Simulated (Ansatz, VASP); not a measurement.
**Two plane-wave programs on Ta4O**

```
Ta O
1.0
     3.25750    0.00000    0.00000
     0.00000    3.25750    0.00000
     0.00000    0.00000    7.40934
Ta O
4 1
Cartesian
  0.0000 0.0000 3.7047
  1.6287 1.6287 5.8027
  1.6287 1.6287 1.6067
  0.0000 0.0000 0.0000
  1.6287 1.6287 3.7047
```

Alike in both runs: task relaxation of cell and atoms; functional PBE; dispersion D4; k mesh 12 × 12 × 6; occupations gaussian, width 0.1 eV; no spin polarisation.

|  | VASP | Ansatz |
| --- | --- | --- |
| version | VASP 6.6.1 | Ansatz 0.2.0 |
| potentials or method | VASP PAW PBE potentials, release 64 (Ta_pv, O), cutoff 600 eV | scalar-relativistic, plane waves, PAW |
| valence electrons in the cell | 50 | 58 |

VASP gave:

```
gap on the k mesh at the Fermi level, each at its own relaxed structure (eV) : none
relaxed volume (Å³/atom)                                                     : 15.47
relaxed cell length with the largest relative difference (Å)                 : 7.379
```

What did Ansatz give for the same quantities?

gap on the k mesh at the Fermi level, each at its own relaxed structure (eV): none; relaxed volume (Å³/atom): 15.46; relaxed cell length with the largest relative difference (Å): 7.375.

A gap of «none» marks a metal or a gap that the smearing closes. VASP's potentials hold 50 valence electrons a cell and Ansatz's 58, so a difference there can come from the potentials and not from the codes.

Spin-orbit coupling is off throughout.
